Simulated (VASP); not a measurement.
# CdO (Fm-3m) in VASP: notebook

CdO is run at these levels: BLYP, PBE+D4, LDA, r2SCAN; tasks: single point.

Program: VASP 6.6.1. These are calculated values, not measurements. Logs are shortened: lines on timing, memory, paths and dates and some standing lists are left out, and cuts for length are marked.

## (1) The cell of the first run

It takes space group Fm-3m (No. 225, cubic). The conventional cell has a = 4.833 Å, b = 4.833 Å, c = 4.833 Å, α = 90.00°, β = 90.00°, γ = 90.00°. Within 3.2 Å of Cd (site symmetry m-3m) lie 6 O at 2.42 Å. Within 3.2 Å of O (site symmetry m-3m) lie 6 Cd at 2.42 Å.

## (2) Single point, BLYP (14.11 Å³/atom)

Input file INCAR:

```
PREC = Accurate
ENCUT = 700
EDIFF = 1E-6
ISMEAR = 0
SIGMA = 0.05
LREAL = F
LASPH = T
NELM = 120
ALGO = Normal
ISIF = 2
LWAVE = F
LCHARG = F
GGA = B5
ALDAX = 1.0
AGGAX = 1.0
AGGAC = 1.0
ALDAC = 0.0
NBANDS = 20
GGA_COMPAT = F
```

Input file KPOINTS:

```
regular mesh
0
Gamma
  8 8 8
```

Input file POSCAR:

```
CdO
1.0
    0.0000000000      2.4164141789      2.4164141789
    2.4164141789      0.0000000000      2.4164141789
    2.4164141789      2.4164141789      0.0000000000
Cd O
1 1
Direct
    0.0000000000      0.0000000000      0.0000000000
    0.5000000000      0.5000000000      0.5000000000
```

Potentials or basis: VASP PAW PBE potentials, release 64 (Cd_sv_GW, O).

Started as:

```
$ cat potpaw_PBE.64/Cd_sv_GW/POTCAR potpaw_PBE.64/O/POTCAR > POTCAR
$ mpirun -np 1 vasp_std > vasp.out
```

OUTCAR:

```text
PREC = Accurate
   ENCUT = 700
   EDIFF = 1E-6
   ISMEAR = 0
   LREAL = F
   LASPH = T
   NELM = 120
   ISIF = 2
   GGA = B5

 ion  position               nearest neighbor table
   1  0.000  0.000  0.000-
   2  0.500  0.500  0.500-

  LATTYP: Found a face centered cubic cell.
 ALAT       =     4.8328283578

  Lattice vectors:

 A1 = (   0.0000000000,   2.4164141789,   2.4164141789)
 A2 = (   2.4164141789,   0.0000000000,   2.4164141789)
 A3 = (   2.4164141789,   2.4164141789,   0.0000000000)

Analysis of symmetry for initial positions (statically):
=====================================================================
 Subroutine PRICEL returns:
 Original cell was already a primitive cell.

 Routine SETGRP: Setting up the symmetry group for a
 face centered cubic supercell.

 Subroutine GETGRP returns: Found 48 space group operations
 (whereof 48 operations were pure point group operations)
 out of a pool of 48 trial point group operations.

The static configuration has the point symmetry O_h .

Analysis of symmetry for dynamics (positions and initial velocities):
=====================================================================
 Subroutine PRICEL returns:
 Original cell was already a primitive cell.

 Routine SETGRP: Setting up the symmetry group for a
 face centered cubic supercell.

 Subroutine GETGRP returns: Found 48 space group operations
 (whereof 48 operations were pure point group operations)
 out of a pool of 48 trial point group operations.

The dynamic configuration has the point symmetry O_h .

 Subroutine INISYM returns: Found 48 space group operations
 (whereof 48 operations are pure point group operations),
 and found     1 'primitive' translations

----------------------------------------------------------------------------------------

                                     Primitive cell

  volume of cell :      28.2192

  direct lattice vectors                    reciprocal lattice vectors
     0.000000000  2.416414179  2.416414179    -0.206918170  0.206918170  0.206918170
     2.416414179  0.000000000  2.416414179     0.206918170 -0.206918170  0.206918170
     2.416414179  2.416414179  0.000000000     0.206918170  0.206918170 -0.206918170

  length of vectors
     3.417325704  3.417325704  3.417325704     0.358392784  0.358392784  0.358392784

[... 75 lines left out ...]
   LNONCOLLINEAR =      F non collinear calculations
   LSORBIT =      F    spin-orbit coupling
   LASPH  =      T    aspherical Exc in radial PAW
   ENCUT  =  700.0 eV  51.45 Ry    7.17 a.u.   7.37  7.37  7.37*2*pi/ulx,y,z
   NELM   =    120;   NELMIN=  2; NELMDL= -5     # of ELM steps
   EDIFF  = 0.1E-05   stopping-criterion for ELM
   LREAL  =      F    real-space projection
   EDIFFG = 0.1E-04   stopping-criterion for IOM
   NSW    =      0    number of steps for IOM
   IBRION =     -1    ionic relax: 0-MD 1-quasi-New 2-CG
   NFREE  =      0    steps in history (QN), initial steepest desc. (CG)
   ISIF   =      2    stress and relaxation
   ISYM   =      2    0-nonsym 1-usesym 2-fastsym
   POTIM  = 0.5000    time-step for ionic-motion
   TEBEG  =    0.0;   TEEND  =   0.0 temperature during run
   PSTRESS=    0.0 pullay stress
   NELECT =      26.0000    total number of electrons
   NUPDOWN=      -1.0000    fix difference up-down
   EMIN   =  10.00;   EMAX   =-10.00  energy-range for DOS
   EFERMI =   0.00;   METHOD = LEGACY
   ISMEAR =     0;   SIGMA  =   0.05  broadening in eV -4-tet -1-fermi 0-gaus
   EFERMI_NEDOS =   21; number of points for ismear=-14 and -15
   IALGO  =     38    algorithm
   IMIX   =      4    mixing-type and parameters
     AMIX     =   0.40;   BMIX     =  1.00
     AMIX_MAG =   1.60;   BMIX_MAG =  1.00
  volume/ion in A,a.u.               =      14.11        95.22
  Fermi-wavevector in a.u.,A,eV,Ry     =   1.593008  3.010348 34.527149  2.537674
  Thomas-Fermi vector in A             =   2.691305
   LORBIT       =      0    0 simple, 1 ext, 2 COOP (PROOUT), +10 PAW based schemes
   GGA     = B5    functional components
   LHFCALC =     F    Hartree Fock is set to
   AEXX    =    0.0000 exact exchange contribution
   IVDW    =     0    specifies the selected vdW correction
   LEPSILON=     F    determine dielectric tensor
   LRPA    =     F    only Hartree local field effects (RPA)
 non-spin polarized calculation
 Gauss-broadening in eV      SIGMA  =   0.05
  energy-cutoff  :      700.00
  volume of cell :       28.22
 maximum number of plane-waves:      1243
 NGX is ok and might be reduce to    30
   NGX = 15   NGY = 15   NGZ = 15

 number of electron      26.0000007 magnetization

 Free energy of the ion-electron system (eV)
  ---------------------------------------------------
  ext. energy  EPLUGINS =         0.00000000
  ---------------------------------------------------
  free energy    TOTEN  =        -7.06971138 eV

  energy without entropy =       -7.06945446  energy(sigma->0) =       -7.06958292

 E-fermi :   4.4046     XC(G=0): -10.9226

 val. band max:        4.3610917583   @ k =   0.5000   0.0000   0.0000
 cond. band min:       5.2740279705   @ k =   0.1250   0.0000   0.0000
 fundamental gap:      0.9129362122
 Fermi energy:         4.4045959949

 k-point     1 :       0.0000    0.0000    0.0000
  band No.  band energies     occupation
      1     -95.7328      2.00000
      2     -57.0199      2.00000
      3     -57.0199      2.00000
      4     -57.0199      2.00000
      5     -12.3134      2.00000
      6      -2.2952      2.00000
[... 541 lines left out ...]
     19      23.1625      0.00000
     20      26.2564      0.00000

 [... further k-points ...]

------------------------ aborting loop because EDIFF is reached ----------------------------------------

  FORCE on cell =-STRESS in cart. coord.  units (eV):
  Direction    XX          YY          ZZ          XY          YZ          ZX
  --------------------------------------------------------------------------------------
  -------------------------------------------------------------------------------------
  Total       -0.0162338     -0.0162338     -0.0162338      0.0000000      0.0000000      0.0000000
  in kB       -0.9216928     -0.9216928     -0.9216928      0.0000000      0.0000000      0.0000000
  external PRESSURE =      -0.9216928 kB  Pullay stress =       0.0000000 kB

 VOLUME and BASIS-vectors are now :
 -----------------------------------------------------------------------------
  energy-cutoff  :      700.00
  volume of cell :       28.22
      direct lattice vectors                 reciprocal lattice vectors
     0.000000000  2.416414179  2.416414179    -0.206918170  0.206918170  0.206918170
     2.416414179  0.000000000  2.416414179     0.206918170 -0.206918170  0.206918170
     2.416414179  2.416414179  0.000000000     0.206918170  0.206918170 -0.206918170

 POSITION                                       TOTAL-FORCE (eV/Angst)
 -----------------------------------------------------------------------------------
      0.00000      0.00000      0.00000         0.000000      0.000000     -0.000000
      2.41641      2.41641      2.41641        -0.000000     -0.000000      0.000000
 -----------------------------------------------------------------------------------
    total drift:                                0.000000      0.000000      0.000000

  FREE ENERGIE OF THE ION-ELECTRON SYSTEM (eV)
  ---------------------------------------------------
  free  energy   TOTEN  =        -7.0697113820 eV

  energy  without entropy=       -7.0694544584  energy(sigma->0) =       -7.06958292
```

It took 33 s on 1 thread of Intel Xeon Platinum 8259CL at 2.50GHz (Skylake/Cascade Lake), shared host; peak memory 0.2 GiB.

Results:

| Property | Result |
| --- | --- |
| Free energy | -7.0697 eV |
| Pressure | -0.1 GPa |
| Band gap on the k mesh | zero (bands 13 and 14 overlap by 0.43 eV) |

Caveat: semilocal functionals underestimate gaps, and a narrow one can read as zero; the PAW data sets were made with another functional, which shifts forces and pressure a little.

## (3) Single point, PBE+D4 (13.19 Å³/atom)

This run uses another cell than the first one, of 13.19 Å³/atom.

Input file INCAR:

```
ALGO     = Normal         # electronic algorithm
EDIFF    = 1E-6           # SCF threshold, eV
ENCUT    = 700            # plane-wave cutoff, eV
GGA      = PE             # functional
GGA_COMPAT= False        
ISIF     = 2              # what is computed and relaxed
ISMEAR   = 0              # smearing method
IVDW     = 13             # dispersion correction
LASPH    = True           # aspherical terms in the spheres
LCHARG   = False          # write CHGCAR
LREAL    = False          # projectors in reciprocal space
LWAVE    = False          # write WAVECAR
NBANDS   = 20             # bands
NELM     = 120            # most SCF steps
PREC     = Accurate       # precision mode
SIGMA    = 0.05           # smearing width, eV
```

Input file KPOINTS:

```
k-points
0
Gamma
  8 8 8
```

Input file POSCAR:

```
CdO
1.0
    0.0000000000      2.3624483634      2.3624483634
    2.3624483634      0.0000000000      2.3624483634
    2.3624483634      2.3624483634      0.0000000000
Cd O
1 1
Direct
    0.0000000000      0.0000000000      0.0000000000
    0.5000000000      0.5000000000      0.5000000000
```

Potentials or basis: VASP PAW PBE potentials, release 64 (Cd_sv_GW, O).

Started as:

```
$ cat potpaw_PBE.64/Cd_sv_GW/POTCAR potpaw_PBE.64/O/POTCAR > POTCAR
$ mpirun -np 1 vasp_std > vasp.out
```

Run time: 26 s. Hardware: 1 thread of Intel Xeon Platinum 8259CL at 2.50GHz (Skylake/Cascade Lake), shared host; peak memory 0.19 GiB.

Results (log left out):

```yaml
Free_energy: -8.4440 eV
Pressure: 0.0 GPa
Band_gap_on_the_k_mesh: zero (bands 13 and 14 overlap by 0.44 eV)
Dispersion_energy_per_atom: -0.309 eV
```

Levels at points of the mesh, in eV from the Fermi level:
```csv
k point,band 10,band 11,band 12,band 13,band 14,band 15,band 16,band 17
"(0.00, 0.00, 0.00)",-6.42,-1.34,-1.34,-1.34,-0.48,14.47,16.88,16.88
"(0.50, 0.00, 0.00)",-6.19,-3.81,-0.04,-0.04,4.39,7.17,11.77,11.77
"(0.50, 0.50, 0.00)",-5.76,-4.24,-2.28,-2.28,3.80,8.41,11.13,13.14
```

Caveat: semilocal functionals underestimate gaps, and a narrow one can read as zero.

## (4) Single point, LDA (12.94 Å³/atom)

This run uses another cell than the first one, of 12.94 Å³/atom.

Input file INCAR:

```
SYSTEM = CdO
  PREC = Accurate
  ENCUT = 700
  EDIFF = 1E-6
  ISMEAR = 0
  SIGMA = 0.05
  LREAL = .False.
  LASPH = .True.
  NELM = 120
  ALGO = Normal
  ISIF = 2
  LWAVE = .False.
  LCHARG = .True.
  GGA = CA
  LELF = .True.
  LVHAR = .True.
  NBANDS = 20
  GGA_COMPAT = .False.
```

Input file KPOINTS:

```
regular mesh
0
Gamma
  8 8 8
  0 0 0
```

Input file POSCAR:

```
CdO
1.0
    0.0000000000      2.3474379442      2.3474379442
    2.3474379442      0.0000000000      2.3474379442
    2.3474379442      2.3474379442      0.0000000000
Cd O
1 1
Direct
    0.0000000000      0.0000000000      0.0000000000
    0.5000000000      0.5000000000      0.5000000000
```

Potentials or basis: VASP PAW LDA potentials, release 64 (Cd_sv_GW, O).

Started as:

```
$ cat potpaw_LDA.64/Cd_sv_GW/POTCAR potpaw_LDA.64/O/POTCAR > POTCAR
$ mpirun -np 1 vasp_std > vasp.out
```

OUTCAR:

```text
SYSTEM = CdO
   PREC = Accurate
   ENCUT = 700
   EDIFF = 1E-6
   ISMEAR = 0
   LREAL = .False.
   LASPH = .True.
   NELM = 120
   ISIF = 2
   GGA = CA

 ion  position               nearest neighbor table
   1  0.000  0.000  0.000-
   2  0.500  0.500  0.500-

  LATTYP: Found a face centered cubic cell.
 ALAT       =     4.6948758884

  Lattice vectors:

 A1 = (   0.0000000000,   2.3474379442,   2.3474379442)
[... 736 lines left out ...]

 [... further k-points ...]

------------------------ aborting loop because EDIFF is reached ----------------------------------------

  FORCE on cell =-STRESS in cart. coord.  units (eV):
  Direction    XX          YY          ZZ          XY          YZ          ZX
  --------------------------------------------------------------------------------------
  -------------------------------------------------------------------------------------
  Total       -0.9101726     -0.9101726     -0.9101726     -0.0000000      0.0000000      0.0000000
  in kB      -56.3666188    -56.3666188    -56.3666188     -0.0000000      0.0000000      0.0000000
  external PRESSURE =     -56.3666188 kB  Pullay stress =       0.0000000 kB

 VOLUME and BASIS-vectors are now :
 -----------------------------------------------------------------------------
  energy-cutoff  :      700.00
  volume of cell :       25.87
      direct lattice vectors                 reciprocal lattice vectors
     0.000000000  2.347437944  2.347437944    -0.212998176  0.212998176  0.212998176
     2.347437944  0.000000000  2.347437944     0.212998176 -0.212998176  0.212998176
     2.347437944  2.347437944  0.000000000     0.212998176  0.212998176 -0.212998176

 POSITION                                       TOTAL-FORCE (eV/Angst)
 -----------------------------------------------------------------------------------
      0.00000      0.00000      0.00000         0.000000      0.000000     -0.000000
      2.34744      2.34744      2.34744        -0.000000     -0.000000      0.000000
 -----------------------------------------------------------------------------------
    total drift:                               -0.000000      0.000000      0.000000

  FREE ENERGIE OF THE ION-ELECTRON SYSTEM (eV)
  ---------------------------------------------------
  free  energy   TOTEN  =        -9.4077144672 eV

  energy  without entropy=       -9.4074719513  energy(sigma->0) =       -9.40759321
```

OSZICAR:

```text
N       E                     dE             d eps       ncg     rms          rms(c)
DAV:   1     0.524783481618E+03    0.52478E+03   -0.18062E+04  1172   0.232E+03
DAV:   2     0.343548041632E+02   -0.49043E+03   -0.46154E+03  1168   0.688E+02
DAV:   3    -0.100279307466E+02   -0.44383E+02   -0.43404E+02  1780   0.252E+02
DAV:   4    -0.110535354160E+02   -0.10256E+01   -0.10247E+01  1572   0.365E+01
DAV:   5    -0.110861721534E+02   -0.32637E-01   -0.32636E-01  1644   0.682E+00    0.155E+01
DAV:   6    -0.949739441218E+01    0.15888E+01   -0.82886E+00  1776   0.485E+01    0.166E+01
DAV:   7    -0.944281261751E+01    0.54582E-01   -0.82128E-01  1824   0.109E+01    0.102E+01
DAV:   8    -0.941667351712E+01    0.26139E-01   -0.19785E-01  1528   0.513E+00    0.826E-01
DAV:   9    -0.940788534479E+01    0.87882E-02   -0.39268E-02  1696   0.232E+00    0.191E-01
DAV:  10    -0.940772646687E+01    0.15888E-03   -0.24403E-03  1344   0.506E-01    0.821E-02
DAV:  11    -0.940771388214E+01    0.12585E-04   -0.12164E-04  1720   0.120E-01    0.866E-03
DAV:  12    -0.940771446716E+01   -0.58502E-06   -0.59340E-06  1508   0.226E-02
   1 F= -.94077145E+01 E0= -.94075932E+01  d E =-.242516E-03
```

stdout:

```text
POSCAR found type information on POSCAR CdO
 POSCAR found :  2 types and       2 ions
 scaLAPACK will be used
 LDA part: xc-table for (Slater(with rela. corr.)+CA(PZ))
 , standard interpolation
 POSCAR, INCAR and KPOINTS ok, starting setup
 FFT: planning ... GRIDC
 FFT: planning ... GRID_SOFT
 FFT: planning ... GRID
 WAVECAR not read
 entering main loop
```

Wall time 20 s (1 thread of AMD EPYC 7R13 (Zen 3), shared host); peak memory 0.14 GiB.

Results:

```yaml
Free_energy: -9.4077 eV
Pressure: -5.6 GPa
Band_gap_on_the_k_mesh: zero (bands 13 and 14 overlap by 0.49 eV)
```

Caveat: the cell stands under tension; semilocal functionals underestimate gaps, and a narrow one can read as zero.

## (5) Single point, r2SCAN (12.77 Å³/atom)

This run uses another cell than the first one, of 12.77 Å³/atom.

Input file POSCAR:

```
CdO
1.0
    0.0000000000      2.3371563424      2.3371563424
    2.3371563424      0.0000000000      2.3371563424
    2.3371563424      2.3371563424      0.0000000000
Cd O
1 1
Direct
    0.0000000000      0.0000000000      0.0000000000
    0.5000000000      0.5000000000      0.5000000000
```

Input file INCAR.step1:

```
PREC = Accurate ; ENCUT = 770
ISMEAR = 0 ; SIGMA = 0.05
LREAL = False ; LASPH = True
NELM = 120 ; NBANDS = 20
GGA = PE ; ALGO = Normal
EDIFF = 1E-5 ; LWAVE = True
LCHARG = False ; GGA_COMPAT = False
```

Input file INCAR.step2:

```
PREC = Accurate ; ENCUT = 770
EDIFF = 1E-6 ; ISMEAR = 0
SIGMA = 0.05 ; LREAL = False
LASPH = True ; NELM = 120
ALGO = Normal ; ISIF = 2
LWAVE = False ; LCHARG = False
METAGGA = R2SCAN ; LMIXTAU = True
NBANDS = 20 ; ISTART = 1
GGA_COMPAT = False
```

Input file KPOINTS:

```
Automatic mesh
0
Gamma
  8 8 8
```

Potentials or basis: VASP PAW PBE potentials, release 64 (Cd_sv_GW, O).

Started as:

```
$ cat potpaw_PBE.64/Cd_sv_GW/POTCAR potpaw_PBE.64/O/POTCAR > POTCAR
$ cp INCAR.step1 INCAR
$ mpirun -np 1 vasp_std > vasp.out
$ cp INCAR.step2 INCAR
$ mpirun -np 1 vasp_std > vasp.out
```

Run time: 99 s. Hardware: 1 thread of AMD EPYC 7R13 (Zen 3), shared host; peak memory 0.17 GiB.

It converged, with:

```
Free energy            : -28.6681 eV
Pressure               : 2.7 GPa
Band gap on the k mesh : 0.14 eV (least direct gap 1.59 eV)
```

Levels at points of the mesh, in eV from the valence-band top:
```csv
k point,band 10,band 11,band 12,band 13,band 14,band 15,band 16,band 17
"(0.00, 0.00, 0.00)",-6.61,-1.44,-1.44,-1.44,0.14,15.23,17.93,17.93
"(0.50, 0.00, 0.00)",-6.38,-3.87,0.00,0.00,5.08,8.17,12.83,12.83
"(0.50, 0.50, 0.00)",-5.89,-4.42,-2.42,-2.42,4.68,9.37,11.88,14.45
```

Caveat: semilocal functionals underestimate gaps, and a narrow one can read as zero; the PAW data sets were made with another functional, which shifts forces and pressure a little. A k mesh can miss the band edges.

[end of part 1 of 2]

The gap in the log of VASP goes by the Fermi energy; the results here count the filled bands.